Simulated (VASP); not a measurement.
A run of VASP 6.6.1 is set up as follows.

Contents of INCAR:

```
SYSTEM = GeW
PREC = Accurate ; ENCUT = 500
EDIFF = 1E-6 ; ISMEAR = 0
SIGMA = 0.2 ; LREAL = .FALSE.
LASPH = .TRUE. ; NELM = 120
ALGO = Normal ; ISIF = 2
LWAVE = .FALSE. ; LCHARG = .FALSE.
GGA = PE ; NBANDS = 21
GGA_COMPAT = .FALSE.
```

The input KPOINTS:

```
Automatic mesh
0
G
  7 7 4
  0 0 0
```

Contents of POSCAR:

```
GeW
1.0
    3.1430603020      0.0000000000      0.0000000000
   -1.5715301510      2.7219700672      0.0000000000
    0.0000000000      0.0000000000      3.7356207026
Ge W
1 1
Direct
    0.6666666667      0.3333333333      0.0000000000
    0.0000000000      0.0000000000      0.5000000000
```

Potentials or basis: VASP PAW PBE potentials, release 64 (Ge_d, W_sv).

The run is started by

```console
$ cat potpaw_PBE.64/Ge_d/POTCAR potpaw_PBE.64/W_sv/POTCAR > POTCAR
$ mpirun -np 1 vasp_std > vasp.out
```

Question: Estimate the band gap on the k mesh.

Answer: Zero (bands 14 and 15 overlap by 0.66 eV).

Question: Predict the pressure.

Answer: 0.5 GPa.

Stress tensor (GPa, compression positive):
```
0.56 0.00 0.00
0.00 0.56 0.00
0.00 0.00 0.28
```

Caveat: the k points lie up to 0.42 Å⁻¹ apart, too coarse for converged energies and pressures of a metal; spin-orbit coupling is left out, which moves the levels of the heavy elements.
